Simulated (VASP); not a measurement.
Ag: single point with r2SCAN

The system is Ag.

```
Ag
1.0
     0.00000    2.05218    2.05218
     2.05218    0.00000    2.05218
     2.05218    2.05218    0.00000
Ag
1
Direct
  0.00000 0.00000 0.00000
```

- Program: VASP 6.6.1
- Task: single point
- Functional: r2SCAN
- Potentials or basis: VASP PAW PBE potentials, release 64 (Ag)
- Cutoff: 520 eV
- k mesh: 18 × 18 × 18
- Occupations: gaussian, width 0.1 eV
- Spin: no spin polarisation

* Pressure: 0.1 GPa

Levels at points of the mesh, in eV from the Fermi level:
| k point | band 2 | band 3 | band 4 | band 5 | band 6 | band 7 | band 8 | band 9 | band 10 | band 11 |
| --- | --- | --- | --- | --- | --- | --- | --- | --- | --- | --- |
| (0.00, 0.00, 0.00) | -5.06 | -5.06 | -5.06 | -4.04 | -4.04 | 16.65 | 20.30 | 20.30 | 20.30 | 25.22 |
| (0.50, 0.00, 0.00) | -5.08 | -5.08 | -3.24 | -3.24 | -0.26 | 3.66 | 15.89 | 18.50 | 18.50 | 23.44 |
| (0.50, 0.50, 0.00) | -6.55 | -3.28 | -3.03 | -3.03 | 1.77 | 6.90 | 11.10 | 11.10 | 17.55 | 17.71 |

Run time: 77 s on 1 thread of Intel(R) Xeon(R) Platinum 8488C (Sapphire Rapids) (shared host), peak memory 0.17 GiB.

Caveat: the PAW data sets were made with another functional, which shifts forces and pressure a little.
